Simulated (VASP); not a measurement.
Here is a VASP 6.6.1 calculation.

The input INCAR:

```
PREC     = Accurate       # precision mode
ENCUT    = 600            # plane-wave cutoff, eV
EDIFF    = 1E-6           # SCF threshold, eV
ISMEAR   = 0              # smearing method
SIGMA    = 0.1            # smearing width, eV
LREAL    = F              # projectors in reciprocal space
LASPH    = T              # aspherical terms in the spheres
NELM     = 200            # most SCF steps
ALGO     = Normal         # electronic algorithm
ISIF     = 2              # what is computed and relaxed
LWAVE    = F              # write WAVECAR
LCHARG   = T              # write CHGCAR
GGA      = PE             # functional
LELF     = T              # ELF
LVHAR    = T            
NBANDS   = 14             # bands
GGA_COMPAT= F            
LMAXMIX  = 6              # l up to which the mixer works
```

The input KPOINTS:

```
Automatic mesh
0
Gamma
  6 6 6
```

File POSCAR:

```
ErO
1.0
    0.0000000000      2.5984465224      2.5984465224
    2.5984465224      0.0000000000      2.5984465224
    2.5984465224      2.5984465224      0.0000000000
Er O
1 1
Direct
    0.7500000000      0.7500000000      0.7500000000
    0.0000000000      0.0000000000      0.0000000000
```

Potentials or basis: VASP PAW PBE potentials, release 64 (Er_3, O), 4f in core.

Launch:

```sh
$ cat potpaw_PBE.64/Er_3/POTCAR potpaw_PBE.64/O/POTCAR > POTCAR
$ mpirun -np 1 vasp_std > vasp.out
```

Q: Estimate the band gap on the k mesh.

A: Zero (an odd number of electrons rules out a gap without spin polarisation).

Q: Predict the pressure.

A: 1.4 GPa.

Caveat: spin-orbit coupling is left out, which moves the levels of the heavy elements; the 4f electrons are frozen in the core, so they carry no moment and show no levels; an odd number of electrons without spin polarisation forces a metal; a magnetic or distorted state may lie lower; the run has no spin polarisation, though such a crystal can be magnetic. Spin polarisation is off, so any magnetic state and its effect on volume and gap are missing.
